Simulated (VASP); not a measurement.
# Au (Cmcm) in VASP: notebook, part 2 of 2

VASP 6.6.1.

## Step 4: Relaxation of cell and atoms, PBEsol, target pressure 10 GPa, at which the enthalpy is minimised

This run uses another cell than the first one, of 17.65 Å³/atom, 1.037 times its volume.

The input, INCAR:

```
SYSTEM = Au
  PREC = Accurate
  ENCUT = 600
  EDIFF = 1E-6
  ISMEAR = -1
  SIGMA = 0.05
  LREAL = .FALSE.
  LASPH = .TRUE.
  NELM = 60
  ALGO = Normal
  ISIF = 3
  LWAVE = .FALSE.
  LCHARG = .FALSE.
  GGA = PS
  IBRION = 2
  NSW = 80
  EDIFFG = -0.01
  PSTRESS = 100.0
```

The input, KPOINTS:

```
regular mesh
0
G
  11 11 6
  0 0 0
```

The input, POSCAR:

```
Au
1.0
    1.4113099650     -2.5559330250      0.0000000000
    1.4113099650      2.5559330250      0.0000000000
    0.0000000000      0.0000000000      4.8931696100
Au
2
Direct
    0.3346720300      0.6653279700      0.2500000000
    0.6653279700      0.3346720300      0.7500000000
```

Potentials or basis: VASP PAW PBE potentials, release 64 (Au).

On the command line:

```
$ cat potpaw_PBE.64/Au/POTCAR > POTCAR
$ mpirun -np 1 vasp_std > vasp.out
```

OUTCAR:

```text
SYSTEM = Au
   PREC = Accurate
   ENCUT = 600
   EDIFF = 1E-6
   ISMEAR = -1
   LREAL = .FALSE.
   LASPH = .TRUE.
   NELM = 60
   ISIF = 3
   GGA = PS
   IBRION = 2
   NSW = 80
   EDIFFG = -0.01
   PSTRESS = 100.0

 ion  position               nearest neighbor table
   1  0.335  0.665  0.250-   2 2.95   2 2.95   2 2.95   2 2.95   2 2.97   2 2.97
   2  0.665  0.335  0.750-   1 2.95   1 2.95   1 2.95   1 2.95   1 2.97   1 2.97

  LATTYP: Found a base centered orthorhombic cell.
 ALAT       =     2.8226199300
 B/A-ratio  =     1.8110359088
 C/A-ratio  =     1.7335559627

  Lattice vectors:

 A1 = (   1.4113099650,  -2.5559330250,   0.0000000000)
 A2 = (   1.4113099650,   2.5559330250,   0.0000000000)
 A3 = (   0.0000000000,   0.0000000000,   4.8931696100)

Analysis of symmetry for initial positions (statically):
[... 729 lines left out ...]

--------------------------------------- Ionic step       12  -------------------------------------------

 number of electron      21.9999997 magnetization

------------------------ aborting loop because EDIFF is reached ----------------------------------------
[... 71 lines left out ...]
--------------------------------------- Ionic step       14  -------------------------------------------

 number of electron      21.9999998 magnetization

 Free energy of the ion-electron system (eV)
  ---------------------------------------------------
  ext. energy  EPLUGINS =         0.00000000
  ---------------------------------------------------
  free energy    TOTEN  =        -7.79135868 eV

  energy without entropy =       -7.78459549  energy(sigma->0) =       -7.78797709

 E-fermi :  10.1395     XC(G=0): -13.1960

 val. band max:       10.1245297923   @ k =  -0.0909   0.0909   0.0000
 cond. band min:      10.1585227069   @ k =  -0.4545   0.2727   0.5000
 fundamental gap:      0.0339929146
 Fermi energy:        10.1394672105

 k-point     1 :       0.0000    0.0000    0.0000
  band No.  band energies     occupation
      1      -0.3157      2.00000
      2       2.2862      2.00000
      3       5.0664      2.00000
      4       5.2941      2.00000
      5       5.3398      2.00000
      6       5.6739      2.00000
      7       5.6860      2.00000
      8       6.3261      2.00000
      9       6.3978      2.00000
     10       7.9010      2.00000
     11       7.9579      2.00000
     12       8.7691      2.00000
     13      13.2454      0.00000
     14      24.6120      0.00000
[... 448 lines left out ...]
  energy  without entropy=       -7.7845954946  energy(sigma->0) =       -7.78797709

  enthalpy is  TOTEN    =        -5.7721381761 eV   P V=        2.0192205040

 reached required accuracy - stopping structural energy minimisation
```

OSZICAR:

```text
N       E                     dE             d eps       ncg     rms          rms(c)
DAV:   1     0.130832921142E+03    0.13083E+03   -0.12879E+04  4320   0.159E+03
DAV:   2    -0.665440488707E+01   -0.13749E+03   -0.13224E+03  4670   0.304E+02
[... 98 lines left out ...]
  13 F= -.57721319E+01 E0= -.57687704E+01  d E =-.251640E-04
       N       E                     dE             d eps       ncg     rms          rms(c)
DAV:   1    -0.779144177271E+01   -0.19856E-04   -0.60402E-03  4733   0.611E-01    0.457E-02
DAV:   2    -0.779138200407E+01    0.59769E-04   -0.64295E-05  4929   0.791E-02    0.226E-02
DAV:   3    -0.779135849316E+01    0.23511E-04   -0.39911E-05  5020   0.574E-02    0.540E-03
DAV:   4    -0.779135868010E+01   -0.18694E-06   -0.16943E-06  3583   0.111E-02
  14 F= -.57721382E+01 E0= -.57687566E+01  d E =-.314162E-04
```

Run time: 2.5 min. Hardware: 1 thread of Intel Xeon 6975P-C (Granite Rapids), shared host; peak memory 0.23 GiB.

Results:

- Free energy: -7.7914 eV
- Relaxed volume: 16.18 Å³/atom
- Relaxed cell: a = 2.824 Å, b = 2.824 Å, c = 4.688 Å, α = 90.00°, β = 90.00°, γ = 120.12°
- Space group after relaxing (to 0.05 Å): P6_3/mmc (No. 194)
- Energy change on relaxing (the enthalpy is what falls): +7.2 meV/atom
- Ionic steps: 14
- Pressure after relaxing: 10.0 GPa
- Largest force after relaxing: 0.009 eV/Å
- Band gap on the k mesh: zero (band 11 reaches 14.02 eV, above the bottom of band 12 at 7.44 eV)

Forces on the atoms (eV/Å):
```
Au   0.000  0.009  0.000
Au   0.000 -0.009  0.000
```

The path:
| step | energy change (eV) | largest force (eV/Å) | pressure (GPa) | volume (Å³) |
| --- | --- | --- | --- | --- |
| 1 | 0.0000 | 0.0201 | -5.40 | 35.30 |
| 2 | 1.1444 | 0.0391 | 71.64 | 27.32 |
| 3 | 0.0177 | 0.0430 | 9.35 | 32.51 |
| 4 | 0.0235 | 0.0435 | 10.01 | 32.41 |
| 5 | 0.0270 | 0.0438 | 10.41 | 32.35 |
| 6 | 0.0187 | 0.0091 | 10.38 | 32.30 |
| 7 | 0.0193 | 0.0083 | 10.50 | 32.28 |
| 8 | 0.0060 | 0.0075 | 8.94 | 32.50 |
| 9 | 0.0146 | 0.0082 | 9.98 | 32.35 |
| 10 | 0.0145 | 0.0080 | 9.99 | 32.35 |
| 11 | 0.0101 | 0.0077 | 9.44 | 32.42 |
| 12 | 0.0144 | 0.0082 | 9.95 | 32.35 |
| 13 | 0.0144 | 0.0084 | 9.95 | 32.35 |
| 14 | 0.0145 | 0.0088 | 9.96 | 32.35 |

Final structure:
```
CELL_PARAMETERS angstrom
1.40975 -2.44746 0.00000
1.40975 2.44746 0.00000
0.00000 0.00000 4.68820
ATOMIC_POSITIONS crystal
Au 0.33509 0.66491 0.25000
Au 0.66491 0.33509 0.75000
```

Caveat: the cell is relaxed towards a set pressure, so the enthalpy falls and the energy may rise; the PAW data sets were made with another functional, which shifts forces and pressure a little; spin-orbit coupling is left out, which moves the levels of the heavy elements.

## Step 5: The runs side by side

| task | cell | cutoff (eV) | gap on the mesh (eV) | pressure (GPa) |
| --- | --- | --- | --- | --- |
| single point | a = 2.870, b = 2.870, c = 4.776 Å, angles 90.0, 90.0, 120.1°, 2 atoms | 520 | none | -0.3 |
| relaxation of cell and atoms | relaxed from a = 2.920, b = 2.920, c = 4.893 Å, angles 90.0, 90.0, 122.2°, 2 atoms | 600 | none | 0.0 |
| relaxation of cell and atoms | relaxed to 10 GPa from a = 2.920, b = 2.920, c = 4.893 Å, angles 90.0, 90.0, 122.2°, 2 atoms | 600 | none | 10.0 |

Alike in all rows: level PBEsol; potentials or basis VASP PAW PBE potentials, release 64 (Au); no spin polarisation; k mesh 11 × 11 × 6; smearing fermi-dirac 0.05 eV.

Caveats: the PAW data sets were made with another functional, which shifts forces and pressure a little; spin-orbit coupling is left out, which moves the levels of the heavy elements; the cell is relaxed towards a set pressure, so the enthalpy falls and the energy may rise (some runs).

Total energies depend on the potentials used, so only differences within one code and one set of settings carry meaning.
